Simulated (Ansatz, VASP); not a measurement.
**SnSe in VASP and in Ansatz**

```xyz
4
Lattice="4.2853 0.0000 0.0000 0.0000 4.2853 0.0000 0.0000 0.0000 10.9907" Properties=species:S:1:pos:R:3 pbc="T T T"
Sn    2.1427    0.0000    4.0911
Sn    0.0000    2.1427    6.8996
Se    2.4606    0.3179    6.7516
Se    0.0000    2.1427    4.2200
```

Alike in both runs: task single point; functional r2SCAN; k mesh 6 × 6 × 4; occupations gaussian, width 0.05 eV; no spin polarisation.

```csv
,VASP,Ansatz
version,VASP 6.6.1,Ansatz 0.2.0
potentials or method,"VASP PAW PBE potentials, release 64 (Sn_d, Se), cutoff 520 eV","scalar-relativistic, plane waves, PAW"
valence electrons in the cell,40,60
```

```csv
,VASP,Ansatz,Ansatz less VASP
gap on the k mesh at the Fermi level (eV),1.55,1.56,+0.006
least direct gap on the mesh (eV),1.55,1.56,+0.006
rms of the force components (eV/Å),0.520,0.514,-0.0059
```

VASP's potentials were made for PBE, not for r2SCAN. Atom by atom the forces differ by 0.010 eV/Å (rms over components). VASP's potentials hold 40 valence electrons a cell and Ansatz's 60, so a difference there can come from the potentials and not from the codes.
